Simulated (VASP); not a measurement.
A run of VASP 6.6.1:

File INCAR:

```
SYSTEM = ReP2
PREC = Accurate
ENCUT = 600
EDIFF = 1E-7
ISMEAR = 0
SIGMA = 0.1
LREAL = .FALSE.
LASPH = .TRUE.
NELM = 60
ALGO = Normal
ISIF = 3
LWAVE = .FALSE.
LCHARG = .FALSE.
GGA = PE
IBRION = 2
NSW = 90
EDIFFG = -0.04
```

KPOINTS

```
regular mesh
0
G
  4 4 4
  0 0 0
```

The input POSCAR:

```
ReP2
1.0
    3.8016080800      0.0000000000      0.0000000000
    0.0000000000      3.8016080800      0.0000000000
    0.0000000000      0.0000000000      5.3762857100
Re P
1 2
Direct
    0.0000000000      0.0000000000      0.0000000000
    0.5000000000      0.0000000000      0.2500000000
    0.0000000000      0.5000000000      0.7500000000
```

Potentials or basis: VASP PAW PBE potentials, release 64 (Re, P).

Launch:

```console
$ cat potpaw_PBE.64/Re/POTCAR potpaw_PBE.64/P/POTCAR > POTCAR
$ mpirun -np 1 vasp_std > vasp.out
```

Hardware: 1 thread of Intel Xeon 6975P-C, with other jobs on the host.

Problem. Estimate the wall time of this run.

Solution. Run time: 11 min on 1 thread of Intel Xeon 6975P-C (shared host), peak memory 0.23 GiB. Counts: scf iterations 438, k points 18, ion steps 52.
